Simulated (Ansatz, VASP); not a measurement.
**BP in VASP and in Ansatz**

The input INCAR:

```
PREC = Accurate ; ENCUT = 500
EDIFF = 1E-6 ; ISMEAR = 0
SIGMA = 0.01 ; LREAL = F
LASPH = T ; NELM = 120
ALGO = Normal ; ISIF = 2
LWAVE = F ; LCHARG = T
GGA = PE ; LELF = T
LVHAR = T ; NBANDS = 11
GGA_COMPAT = F
```

File KPOINTS:

```
regular mesh
0
Gamma
  10 10 10
```

File POSCAR:

```
BP
1.0
    0.0000000000      2.2588722474      2.2588722474
    2.2588722474      0.0000000000      2.2588722474
    2.2588722474      2.2588722474      0.0000000000
B P
1 1
Direct
    0.0000000000      0.0000000000      0.0000000000
    0.2500000000      0.2500000000      0.2500000000
```

Input for Ansatz:

```yaml
crystal:
  lattice:
    - [0.0, 2.2588722474, 2.2588722474]
    - [2.2588722474, 0.0, 2.2588722474]
    - [2.2588722474, 2.2588722474, 0.0]
  atoms:
    - { symbol: B, position: [0.0, 0.0, 0.0] }
    - { symbol: P, position: [0.25, 0.25, 0.25] }
basis:
  ecutwfc: 600.0
kpoints:
  mp_grid: { grid: [10, 10, 10] }
hamiltonian:
  xc: pbe
scf:
  occupations: { method: fixed }
output:
  forces: true
  stress: true
  eigenvalues: true
  write_density: true
  write_potential: true
  elf: true
  volumetric_format: npy
```

Alike in both runs: task single point; functional PBE; k mesh 10 × 10 × 10; no spin polarisation.

```csv
,VASP,Ansatz
version,VASP 6.6.1,Ansatz 0.2.0
potentials or method,"VASP PAW PBE potentials, release 64 (B, P), cutoff 500 eV","scalar-relativistic, plane waves, PAW"
occupations,"gaussian, width 0.01 eV",fixed
valence electrons in the cell,8,8
```

|  | VASP | Ansatz | Ansatz less VASP |
| --- | --- | --- | --- |
| gap on the k mesh at the Fermi level (eV) | 1.22 | 1.23 | +0.005 |
| least direct gap on the mesh (eV) | 3.42 | 3.42 | +0.004 |
| pressure (GPa) | 3.2 | 3.4 | +0.24 |
